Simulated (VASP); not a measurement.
Pb, 2 atoms in the cell. It takes space group P6_3/mmc (No. 194, hexagonal). Conventional cell: a = 3.303 Å, b = 3.303 Å, c = 5.513 Å, α = 90.00°, β = 90.00°, γ = 120.00°. Pb (site symmetry -6m2) has 12 Pb at 3.30 to 3.35 Å within 4.3 Å. This isn't the form of Pb at room conditions, which is fcc.

| Quantity | Value |
| --- | --- |
| Program | VASP 6.6.1 |
| Task | single point |
| Functional | LDA |
| Potentials or basis | VASP PAW LDA potentials, release 64 (Pb_d) |
| Cutoff | 520 eV |
| k mesh | 16 × 16 × 10 |
| Occupations | fermi-dirac, width 0.08 eV |
| Spin | no spin polarisation |
| Dipole correction | no |
| Further INCAR settings | ALGO = Normal; EDIFF = 1e-06; NBANDS = 21 |

Potentials or basis: VASP PAW LDA potentials, release 64 (Pb_d).

Command:

```sh
$ cat potpaw_LDA.64/Pb_d/POTCAR > POTCAR
$ mpirun -np 1 vasp_std > vasp.out
```

Hardware: 1 thread of Intel Xeon 8259CL, with other jobs on the host.

Task: Estimate the wall time of this run.

Result: Wall time 3.8 min on 1 thread of Intel Xeon 8259CL, on a shared host, peak memory 0.27 GiB. Counts: scf iterations 10, k points 180.
